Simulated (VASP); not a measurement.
Input of a VASP 6.6.1 run:

The input POSCAR:

```
SiGe
1.0
    3.2101506320      0.0000000000      0.0000000000
    0.0000000000      3.2101506320      0.0000000000
    0.0000000000      0.0000000000      3.2101506320
Ge Si
1 1
Direct
    0.0000000000      0.0000000000      0.0000000000
    0.5000000000      0.5000000000      0.5000000000
```

Contents of INCAR.step1:

```
ALGO = Normal ; EDIFF = 1E-4
ENCUT = 520 ; GGA = PE
ISMEAR = 0 ; LASPH = T
LCHARG = F ; LREAL = F
LWAVE = T ; NBANDS = 16
NELM = 60 ; PREC = Accurate
SIGMA = 0.2
```

INCAR.step2

```
ALGO = Normal ; EDIFF = 1E-6
ENCUT = 520 ; ISIF = 2
ISMEAR = 0 ; ISTART = 1
LASPH = T ; LCHARG = F
LMIXTAU = T ; LREAL = F
LWAVE = F ; METAGGA = R2SCAN
NBANDS = 16 ; NELM = 60
PREC = Accurate ; SIGMA = 0.2
```

File KPOINTS:

```
k-points
0
Gamma
  6 6 6
```

Potentials or basis: VASP PAW PBE potentials, release 64 (Ge_d, Si).

Launch:

```console
$ cat potpaw_PBE.64/Ge_d/POTCAR potpaw_PBE.64/Si/POTCAR > POTCAR
$ cp INCAR.step1 INCAR
$ mpirun -np 1 vasp_std > vasp.out
$ cp INCAR.step2 INCAR
$ mpirun -np 1 vasp_std > vasp.out
```

(1) Predict the pressure.

(2) Predict the band gap on the k mesh.

Answers

(1) 2.2 GPa.

(2) zero (band 9 reaches 11.24 eV, above the bottom of band 10 at 5.64 eV).

Caveat: the PAW data sets were made with another functional, which shifts forces and pressure a little.
